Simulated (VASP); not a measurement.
# BeZn2Se3 (P6_3mc) in VASP: single point with PBE

Aim: the single point of BeZn2Se3 with PBE.

Program: VASP 6.6.1. These are calculated values, not measurements. Logs are shortened: lines on timing, memory, paths and dates and some standing lists are left out, and cuts for length are marked.

**1. The cell of the first run**

It takes space group P6_3mc (No. 186, hexagonal). The conventional cell has a = 3.915 Å, b = 3.915 Å, c = 19.411 Å, α = 90.00°, β = 90.00°, γ = 120.00°. Within 3.0 Å of Be (site symmetry 3m) lie 4 Se at 2.24 to 2.36 Å. Within 3.2 Å of Zn (site symmetry 3m) lie 4 Se at 2.44 to 2.47 Å. Within 3.2 Å of Zn (site symmetry 3m) lie 4 Se at 2.44 to 2.46 Å. Se (site symmetry 3m) has 1 Be at 2.24 Å and 3 Zn at 2.44 Å within 3.0 Å. Within 3.1 Å of Se (site symmetry 3m) lie 3 Be at 2.36 Å and 1 Zn at 2.47 Å. Se (site symmetry 3m) has 4 Zn at 2.44 to 2.46 Å within 3.2 Å.

**2. Single point, PBE**

The input, INCAR:

```
ALGO = Normal
EDIFF = 1E-6
ENCUT = 520
GGA = PE
ISIF = 2
ISMEAR = 0
LASPH = True
LCHARG = False
LREAL = False
LWAVE = False
NBANDS = 56
NELM = 100
PREC = Accurate
SIGMA = 0.1
```

The input, KPOINTS:

```
k-points
0
Gamma
  6 6 1
```

The input, POSCAR:

```
BeZn2Se3
1.0
    3.9150872000      0.0000000000      0.0000000000
   -1.9575436000      3.3905649000      0.0000000000
    0.0000000000      0.0000000000     19.4113918000
Be Zn Se
2 4 6
Direct
    0.3333333000      0.6666667000      0.0005800000
    0.6666667000      0.3333333000      0.5005800000
    0.3333333000      0.6666667000      0.3383020000
    0.3333333000      0.6666667000      0.6636860000
    0.6666667000      0.3333333000      0.1636860000
    0.6666667000      0.3333333000      0.8383020000
    0.3333333000      0.6666667000      0.1160910000
    0.3333333000      0.6666667000      0.4657680000
    0.3333333000      0.6666667000      0.7905720000
    0.6666667000      0.3333333000      0.2905720000
    0.6666667000      0.3333333000      0.6160910000
    0.6666667000      0.3333333000      0.9657680000
```

Potentials or basis: VASP PAW PBE potentials, release 64 (Be, Zn, Se).

Command:

```sh
$ cat potpaw_PBE.64/Be/POTCAR potpaw_PBE.64/Zn/POTCAR potpaw_PBE.64/Se/POTCAR > POTCAR
$ mpirun -np 1 vasp_std > vasp.out
```

OUTCAR:

```text
EDIFF = 1E-6
   ENCUT = 520
   GGA = PE
   ISIF = 2
   ISMEAR = 0
   LASPH = True
   LREAL = False
   NELM = 100
   PREC = Accurate

 ion  position               nearest neighbor table
   1  0.333  0.667  0.001-   7 2.24  12 2.36  12 2.36  12 2.36
   2  0.667  0.333  0.501-  11 2.24   8 2.36   8 2.36   8 2.36
   3  0.333  0.667  0.338-  10 2.44  10 2.44  10 2.44   8 2.47
   4  0.333  0.667  0.664-  11 2.44  11 2.44  11 2.44   9 2.46
   5  0.667  0.333  0.164-   7 2.44   7 2.44   7 2.44  10 2.46
   6  0.667  0.333  0.838-   9 2.44   9 2.44   9 2.44  12 2.47
   7  0.333  0.667  0.116-   1 2.24   5 2.44   5 2.44   5 2.44
   8  0.333  0.667  0.466-   2 2.36   2 2.36   2 2.36   3 2.47
   9  0.333  0.667  0.791-   6 2.44   6 2.44   6 2.44   4 2.46
  10  0.667  0.333  0.291-   3 2.44   3 2.44   3 2.44   5 2.46
  11  0.667  0.333  0.616-   2 2.24   4 2.44   4 2.44   4 2.44
  12  0.667  0.333  0.966-   1 2.36   1 2.36   1 2.36   6 2.47

  LATTYP: Found a hexagonal cell.
 ALAT       =     3.9150872000
 C/A-ratio  =     4.9580994773

  Lattice vectors:

 A1 = (   3.9150872000,   0.0000000000,   0.0000000000)
 A2 = (  -1.9575436000,   3.3905649000,   0.0000000000)
 A3 = (   0.0000000000,   0.0000000000,  19.4113918000)

Analysis of symmetry for initial positions (statically):
=====================================================================
 Subroutine PRICEL returns:
 Original cell was already a primitive cell.

 Routine SETGRP: Setting up the symmetry group for a
 hexagonal supercell.

 Subroutine GETGRP returns: Found 12 space group operations
 (whereof  6 operations were pure point group operations)
 out of a pool of 24 trial point group operations.

The static configuration has the point symmetry C_3v.
 The point group associated with its full space group is C_6v.

Analysis of symmetry for dynamics (positions and initial velocities):
=====================================================================
 Subroutine PRICEL returns:
 Original cell was already a primitive cell.

 Routine SETGRP: Setting up the symmetry group for a
 hexagonal supercell.

 Subroutine GETGRP returns: Found 12 space group operations
 (whereof  6 operations were pure point group operations)
 out of a pool of 24 trial point group operations.
[... 110 lines left out ...]
   ISIF   =      2    stress and relaxation
   ISYM   =      2    0-nonsym 1-usesym 2-fastsym
   POTIM  = 0.5000    time-step for ionic-motion
   TEBEG  =    0.0;   TEEND  =   0.0 temperature during run
   PSTRESS=    0.0 pullay stress
   NELECT =      88.0000    total number of electrons
   NUPDOWN=      -1.0000    fix difference up-down
   EMIN   =  10.00;   EMAX   =-10.00  energy-range for DOS
   EFERMI =   0.00;   METHOD = LEGACY
   ISMEAR =     0;   SIGMA  =   0.10  broadening in eV -4-tet -1-fermi 0-gaus
   EFERMI_NEDOS =   21; number of points for ismear=-14 and -15
   IALGO  =     38    algorithm
   IMIX   =      4    mixing-type and parameters
     AMIX     =   0.40;   BMIX     =  1.00
     AMIX_MAG =   1.60;   BMIX_MAG =  1.00
  volume/ion in A,a.u.               =      21.47       144.91
  Fermi-wavevector in a.u.,A,eV,Ry     =   1.144315  2.162442 17.816248  1.309457
  Thomas-Fermi vector in A             =   2.281008
   LORBIT       =      0    0 simple, 1 ext, 2 COOP (PROOUT), +10 PAW based schemes
   GGA     = PE    functional components
   LHFCALC =     F    Hartree Fock is set to
   AEXX    =    0.0000 exact exchange contribution
   IVDW    =     0    specifies the selected vdW correction
   LEPSILON=     F    determine dielectric tensor
   LRPA    =     F    only Hartree local field effects (RPA)
 non-spin polarized calculation
 Gauss-broadening in eV      SIGMA  =   0.10
  energy-cutoff  :      520.00
  volume of cell :      257.67
 maximum number of plane-waves:      6959
 NGX is ok and might be reduce to    30
   NGX = 15   NGY = 15   NGZ = 73

 number of electron      87.9999946 magnetization

 Free energy of the ion-electron system (eV)
  ---------------------------------------------------
  ext. energy  EPLUGINS =         0.00000000
  ---------------------------------------------------
  free energy    TOTEN  =       -41.25857359 eV

  energy without entropy =      -41.25857359  energy(sigma->0) =      -41.25857359

 E-fermi :   2.4687     XC(G=0):  -9.2305

 val. band max:        2.0315044414   @ k =   0.0000   0.0000   0.0000
 cond. band min:       3.7901981193   @ k =   0.0000   0.0000   0.0000
 fundamental gap:      1.7586936778
 Fermi energy:         2.4686817167

 k-point     1 :       0.0000    0.0000    0.0000
  band No.  band energies     occupation
      1     -11.3918      2.00000
      2     -11.2700      2.00000
      3     -11.1118      2.00000
      4     -10.8335      2.00000
      5     -10.6231      2.00000
      6     -10.4568      2.00000
[... 402 lines left out ...]
     55       8.8900      0.00000
     56       8.8901      0.00000

------------------------ aborting loop because EDIFF is reached ----------------------------------------

  FORCE on cell =-STRESS in cart. coord.  units (eV):
  Direction    XX          YY          ZZ          XY          YZ          ZX
  --------------------------------------------------------------------------------------
  -------------------------------------------------------------------------------------
  Total        0.3816285      0.3816285      0.3886515      0.0000000      0.0000000      0.0000000
  in kB        2.3729097      2.3729096      2.4165774      0.0000000      0.0000000      0.0000000
  external PRESSURE =       2.3874655 kB  Pullay stress =       0.0000000 kB

 VOLUME and BASIS-vectors are now :
 -----------------------------------------------------------------------------
  energy-cutoff  :      520.00
  volume of cell :      257.67
      direct lattice vectors                 reciprocal lattice vectors
     3.915087200  0.000000000  0.000000000     0.255422153  0.147468052  0.000000000
    -1.957543600  3.390564900  0.000000000     0.000000000  0.294936103  0.000000000
     0.000000000  0.000000000 19.411391800     0.000000000  0.000000000  0.051516141

 POSITION                                       TOTAL-FORCE (eV/Angst)
 -----------------------------------------------------------------------------------
     -0.00000      2.26038      0.01126        -0.000000      0.000000     -0.005488
      1.95754      1.13019      9.71695         0.000000     -0.000000     -0.005488
     -0.00000      2.26038      6.56691         0.000000      0.000000      0.004791
     -0.00000      2.26038     12.88307         0.000000     -0.000000      0.003832
      1.95754      1.13019      3.17737        -0.000000      0.000000      0.003832
      1.95754      1.13019     16.27261         0.000000     -0.000000      0.004791
     -0.00000      2.26038      2.25349         0.000000     -0.000000     -0.007955
     -0.00000      2.26038      9.04121        -0.000000     -0.000000      0.007919
     -0.00000      2.26038     15.34610         0.000000     -0.000000     -0.003098
      1.95754      1.13019      5.64041         0.000000      0.000000     -0.003098
      1.95754      1.13019     11.95918        -0.000000      0.000000     -0.007955
      1.95754      1.13019     18.74690         0.000000     -0.000000      0.007919
 -----------------------------------------------------------------------------------
    total drift:                               -0.000247      0.000140     -0.003373

  FREE ENERGIE OF THE ION-ELECTRON SYSTEM (eV)
  ---------------------------------------------------
  free  energy   TOTEN  =       -41.2585735914 eV

  energy  without entropy=      -41.2585735914  energy(sigma->0) =      -41.25857359
```

OSZICAR:

```text
N       E                     dE             d eps       ncg     rms          rms(c)
DAV:   1     0.690610114435E+03    0.69061E+03   -0.38007E+04   784   0.166E+03
DAV:   2     0.573325207961E+02   -0.63328E+03   -0.60615E+03   784   0.396E+02
DAV:   3    -0.381783849971E+02   -0.95511E+02   -0.93555E+02   856   0.146E+02
DAV:   4    -0.426851166721E+02   -0.45067E+01   -0.44773E+01   936   0.312E+01
DAV:   5    -0.427443740242E+02   -0.59257E-01   -0.59158E-01   928   0.354E+00    0.104E+01
DAV:   6    -0.412932261138E+02    0.14511E+01   -0.31883E+00  1128   0.370E+01    0.790E+00
DAV:   7    -0.412691403455E+02    0.24086E-01   -0.31485E+00   928   0.669E+00    0.257E+00
DAV:   8    -0.412601061864E+02    0.90342E-02   -0.19291E-01   968   0.448E+00    0.841E-01
DAV:   9    -0.412581699369E+02    0.19362E-02   -0.47539E-02  1040   0.292E+00    0.261E-01
DAV:  10    -0.412579903794E+02    0.17956E-03   -0.75555E-03   968   0.142E+00    0.152E-01
DAV:  11    -0.412582834410E+02   -0.29306E-03   -0.22384E-03  1064   0.464E-01    0.724E-02
DAV:  12    -0.412585292884E+02   -0.24585E-03   -0.83823E-04   872   0.189E-01    0.266E-02
DAV:  13    -0.412585595277E+02   -0.30239E-04   -0.75507E-05   936   0.782E-02    0.155E-02
DAV:  14    -0.412585744694E+02   -0.14942E-04   -0.36053E-05   896   0.501E-02    0.786E-03
DAV:  15    -0.412585731880E+02    0.12814E-05   -0.86726E-06   992   0.372E-02    0.289E-03
DAV:  16    -0.412585735914E+02   -0.40341E-06   -0.42930E-06   800   0.223E-02
   1 F= -.41258574E+02 E0= -.41258574E+02  d E =-.156934E-10
```

stdout:

```text
POSCAR found type information on POSCAR BeZnSe
 POSCAR found :  3 types and      12 ions
 scaLAPACK will be used
 LDA part: xc-table for (Slater+PW92), standard interpolation
 POSCAR, INCAR and KPOINTS ok, starting setup
 FFT: planning ... GRIDC
 FFT: planning ... GRID_SOFT
 FFT: planning ... GRID
 WAVECAR not read
 entering main loop
```

It took 80 s on 1 thread of AMD EPYC 9R45 (Zen 5), shared host; peak memory 0.36 GiB.

What came out:

* Free energy: -41.2586 eV
* Pressure: 0.2 GPa
* Largest force: 0.008 eV/Å
* Band gap on the k mesh: 1.76 eV, direct

Forces in eV/Å, atoms in the order of the input:
```
Be   0.000  0.000 -0.005
Be   0.000  0.000 -0.005
Zn   0.000  0.000  0.005
Zn   0.000  0.000  0.004
Zn   0.000  0.000  0.004
Zn   0.000  0.000  0.005
Se   0.000  0.000 -0.008
Se   0.000  0.000  0.008
Se   0.000  0.000 -0.003
Se   0.000  0.000 -0.003
Se   0.000  0.000 -0.008
Se   0.000  0.000  0.008
```

Levels at points of the mesh, in eV from the valence-band top:
```csv
k point,band 41,band 42,band 43,band 44,band 45,band 46,band 47,band 48
"(0.00, 0.00, 0.00)",-0.15,-0.15,0.00,0.00,1.76,2.66,2.89,3.08
"(0.50, 0.00, 0.00)",-1.44,-1.42,-1.20,-0.92,2.38,2.87,2.97,3.24
```
